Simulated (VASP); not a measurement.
Runs of VASP 6.6.1 on Hf. The structure is that of space group P6_3/mmc (No. 194), or close to it. The cells are those of the table. 

| cell | gap on the mesh (eV) | pressure (GPa) |
| --- | --- | --- |
| a = 3.239, b = 3.239, c = 5.124 Å, angles 90.0, 90.0, 120.0°, 2 atoms | none | -3.7 |
| a = 3.109, b = 3.109, c = 4.919 Å, angles 90.0, 90.0, 120.0°, 2 atoms | none | (b) |
| a = 3.153, b = 3.153, c = 4.989 Å, angles 90.0, 90.0, 120.0°, 2 atoms | none | 5.2 |
| a = 3.280, b = 3.280, c = 5.189 Å, angles 90.0, 90.0, 120.0°, 2 atoms | none | (a) |
| a = 3.197, b = 3.197, c = 5.058 Å, angles 90.0, 90.0, 120.0°, 2 atoms | none | 0.4 |

Alike in all rows: task single point; level PBE; potentials or basis VASP PAW PBE potentials, release 64 (Hf_pv); no spin polarisation; k mesh 12 × 12 × 7; cutoff (eV) 520; smearing methfessel-paxton 0.05 eV.

Question: Estimate the missing entries.

Answer: (a) -7.0; (b) 11.0.

Caveats: spin-orbit coupling is left out, which moves the levels of the heavy elements.

A k mesh can miss the band edges, and the runs leave out spin-orbit coupling on Hf.

A gap of «none» marks levels without a gap at the run's occupations.
